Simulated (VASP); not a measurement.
# BeS (gw) (I-4m2) in VASP: single point with PBEsol

Aim: the single point of BeS (gw) with PBEsol.

All numbers are computed with VASP 6.6.1; they aren't measurements. Logs are shortened: lines on timing, memory, paths and dates and some standing lists are left out, and cuts for length are marked.

### Step 1. The cell of the first run

It takes space group I-4m2 (No. 119, tetragonal). The conventional cell has a = 3.455 Å, b = 3.455 Å, c = 4.798 Å, α = 90.00°, β = 90.00°, γ = 90.00°. Be (site symmetry -4m2) has 4 S at 2.10 Å within 2.8 Å. S (site symmetry -4m2) has 4 Be at 2.10 Å within 2.8 Å.

### Step 2. Single point, PBEsol

INCAR

```
ALGO     = Normal         # electronic algorithm
EDIFF    = 1E-6           # SCF threshold, eV
ENCUT    = 600            # plane-wave cutoff, eV
GGA      = PS             # functional
GGA_COMPAT= F            
ISIF     = 2              # what is computed and relaxed
ISMEAR   = 0              # smearing method
LASPH    = T              # aspherical terms in the spheres
LCHARG   = F              # write CHGCAR
LREAL    = F              # projectors in reciprocal space
LWAVE    = F              # write WAVECAR
NBANDS   = 11             # bands
NELM     = 120            # most SCF steps
PREC     = Accurate       # precision mode
SIGMA    = 0.01           # smearing width, eV
```

KPOINTS

```
k-points
0
Gamma
  4 4 4
```

POSCAR

```
BeS
1.0
    0.0000000000      2.4430542673      2.3987921023
    2.4430542673      0.0000000000      2.3987921023
    2.4430542673      2.4430542673      0.0000000000
Be S
1 1
Direct
    0.0000000000      0.0000000000      0.0000000000
    0.2500000000      0.2500000000      0.2500000000
```

Potentials or basis: VASP PAW PBE potentials, release 64 (Be, S).

The run is started by

```console
$ cat potpaw_PBE.64/Be/POTCAR potpaw_PBE.64/S/POTCAR > POTCAR
$ mpirun -np 1 vasp_std > vasp.out
```

OUTCAR:

```text
EDIFF = 1E-6
   ENCUT = 600
   GGA = PS
   ISIF = 2
   ISMEAR = 0
   LASPH = T
   LREAL = F
   NELM = 120
   PREC = Accurate

 ion  position               nearest neighbor table
   1  0.000  0.000  0.000-   2 2.10   2 2.10   2 2.10   2 2.10
   2  0.250  0.250  0.250-   1 2.10   1 2.10   1 2.10   1 2.10

  LATTYP: Found a body centered tetragonal cell.
 ALAT       =     3.4550004784
 C/A-ratio  =     1.3885914733

  Lattice vectors:

 A1 = (   0.0000000000,  -2.4430542673,  -2.3987921023)
 A2 = (   0.0000000000,   2.4430542673,  -2.3987921023)
 A3 = (   2.4430542673,   0.0000000000,   2.3987921023)

Analysis of symmetry for initial positions (statically):
=====================================================================
 Subroutine PRICEL returns:
 Original cell was already a primitive cell.

 Routine SETGRP: Setting up the symmetry group for a
 body centered tetragonal supercell.

 Subroutine GETGRP returns: Found  8 space group operations
 (whereof  8 operations were pure point group operations)
 out of a pool of 16 trial point group operations.

The static configuration has the point symmetry D_2d.

Analysis of symmetry for dynamics (positions and initial velocities):
=====================================================================
 Subroutine PRICEL returns:
 Original cell was already a primitive cell.

 Routine SETGRP: Setting up the symmetry group for a
 body centered tetragonal supercell.

 Subroutine GETGRP returns: Found  8 space group operations
 (whereof  8 operations were pure point group operations)
 out of a pool of 16 trial point group operations.

The dynamic configuration has the point symmetry D_2d.

 Subroutine INISYM returns: Found  8 space group operations
 (whereof  8 operations are pure point group operations),
 and found     1 'primitive' translations

----------------------------------------------------------------------------------------

                                     Primitive cell

  volume of cell :      28.6344

  direct lattice vectors                    reciprocal lattice vectors
     0.000000000  2.443054267  2.398792102    -0.204661848  0.204661848  0.208438238
     2.443054267  0.000000000  2.398792102     0.204661848 -0.204661848  0.208438238
     2.443054267  2.443054267  0.000000000     0.204661848  0.204661848 -0.208438238

  length of vectors
     3.423845455  3.423845455  3.455000478     0.356678347  0.356678347  0.356678347
[... 75 lines left out ...]
   ISIF   =      2    stress and relaxation
   ISYM   =      2    0-nonsym 1-usesym 2-fastsym
   POTIM  = 0.5000    time-step for ionic-motion
   TEBEG  =    0.0;   TEEND  =   0.0 temperature during run
   PSTRESS=    0.0 pullay stress
   NELECT =       8.0000    total number of electrons
   NUPDOWN=      -1.0000    fix difference up-down
   EMIN   =  10.00;   EMAX   =-10.00  energy-range for DOS
   EFERMI =   0.00;   METHOD = LEGACY
   ISMEAR =     0;   SIGMA  =   0.01  broadening in eV -4-tet -1-fermi 0-gaus
   EFERMI_NEDOS =   21; number of points for ismear=-14 and -15
   IALGO  =     38    algorithm
   IMIX   =      4    mixing-type and parameters
     AMIX     =   0.40;   BMIX     =  1.00
     AMIX_MAG =   1.60;   BMIX_MAG =  1.00
  volume/ion in A,a.u.               =      14.32        96.62
  Fermi-wavevector in a.u.,A,eV,Ry     =   1.070225  2.022433 15.583871  1.145382
  Thomas-Fermi vector in A             =   2.205929
   LORBIT       =      0    0 simple, 1 ext, 2 COOP (PROOUT), +10 PAW based schemes
   GGA     = PS    functional components
   LHFCALC =     F    Hartree Fock is set to
   AEXX    =    0.0000 exact exchange contribution
   IVDW    =     0    specifies the selected vdW correction
   LEPSILON=     F    determine dielectric tensor
   LRPA    =     F    only Hartree local field effects (RPA)
 non-spin polarized calculation
 Gauss-broadening in eV      SIGMA  =   0.01
  energy-cutoff  :      600.00
  volume of cell :       28.63
 maximum number of plane-waves:       966
   NGX = 13   NGY = 13   NGZ = 13

 number of electron       7.9999999 magnetization

 Free energy of the ion-electron system (eV)
  ---------------------------------------------------
  ext. energy  EPLUGINS =         0.00000000
  ---------------------------------------------------
  free energy    TOTEN  =       -10.50844649 eV

  energy without entropy =      -10.50844649  energy(sigma->0) =      -10.50844649

 E-fermi :   4.3082     XC(G=0):  -9.8768

 val. band max:        4.1897429605   @ k =   0.0000   0.0000   0.0000
 cond. band min:       6.9556935373   @ k =   0.5000   0.5000   0.0000
 fundamental gap:      2.7659505768
 Fermi energy:         4.3082007630

 k-point     1 :       0.0000    0.0000    0.0000
  band No.  band energies     occupation
      1      -9.5656      2.00000
      2       4.0962      2.00000
      3       4.0962      2.00000
      4       4.1897      2.00000
      5       9.7091      0.00000
      6       9.7333      0.00000
      7       9.7333      0.00000
      8       9.7916      0.00000
      9      16.6994      0.00000
     10      17.0937      0.00000
     11      18.7569      0.00000
[... 155 lines left out ...]
 k-point    13 :      -0.2500    0.2500    0.5000
  band No.  band energies     occupation
      1      -7.3569      2.00000
      2      -0.1603      2.00000
      3       0.2098      2.00000
      4       0.7182      2.00000
      5      10.5801      0.00000
      6      12.2735      0.00000
      7      12.6397      0.00000
      8      13.0606      0.00000
      9      18.1549      0.00000
     10      18.2557      0.00000
     11      20.9274      0.00000

------------------------ aborting loop because EDIFF is reached ----------------------------------------

  FORCE on cell =-STRESS in cart. coord.  units (eV):
  Direction    XX          YY          ZZ          XY          YZ          ZX
  --------------------------------------------------------------------------------------
  -------------------------------------------------------------------------------------
  Total       -0.1613600     -0.1613600      0.1391454      0.0000000      0.0000000      0.0000000
  in kB       -9.0285399     -9.0285399      7.7855735      0.0000000      0.0000000      0.0000000
  external PRESSURE =      -3.4238354 kB  Pullay stress =       0.0000000 kB

 VOLUME and BASIS-vectors are now :
 -----------------------------------------------------------------------------
  energy-cutoff  :      600.00
  volume of cell :       28.63
      direct lattice vectors                 reciprocal lattice vectors
     0.000000000  2.443054267  2.398792102    -0.204661848  0.204661848  0.208438238
     2.443054267  0.000000000  2.398792102     0.204661848 -0.204661848  0.208438238
     2.443054267  2.443054267  0.000000000     0.204661848  0.204661848 -0.208438238

 POSITION                                       TOTAL-FORCE (eV/Angst)
 -----------------------------------------------------------------------------------
      0.00000      0.00000      0.00000        -0.000000     -0.000000      0.000000
      1.22153      1.22153      1.19940         0.000000      0.000000      0.000000
 -----------------------------------------------------------------------------------
    total drift:                                0.000000      0.000000     -0.000000

  FREE ENERGIE OF THE ION-ELECTRON SYSTEM (eV)
  ---------------------------------------------------
  free  energy   TOTEN  =       -10.5084464876 eV

  energy  without entropy=      -10.5084464876  energy(sigma->0) =      -10.50844649
```

It took 9.5 s on 1 thread of Intel Xeon 8259CL, shared host; peak memory 0.14 GiB.

What came out:

- Free energy: -10.5084 eV
- Pressure: -0.3 GPa
- Band gap on the k mesh: 2.77 eV, indirect (least direct gap 5.52 eV)

Levels at points of the mesh, in eV from the valence-band top:
```csv
k point,band 2,band 3,band 4,band 5,band 6,band 7
"(0.00, 0.00, 0.00)",-0.09,-0.09,0.00,5.52,5.54,5.54
"(0.50, 0.00, 0.00)",-5.91,-1.19,-1.02,5.27,6.32,6.51
"(0.50, 0.50, 0.00)",-5.04,-2.82,-2.82,2.77,4.62,12.65
"(0.50, 0.00, 0.50)",-5.16,-2.69,-2.66,2.91,4.80,12.59
```

Caveat: the k points lie up to 0.56 Å⁻¹ apart; the PAW data sets were made with another functional, which shifts forces and pressure a little.
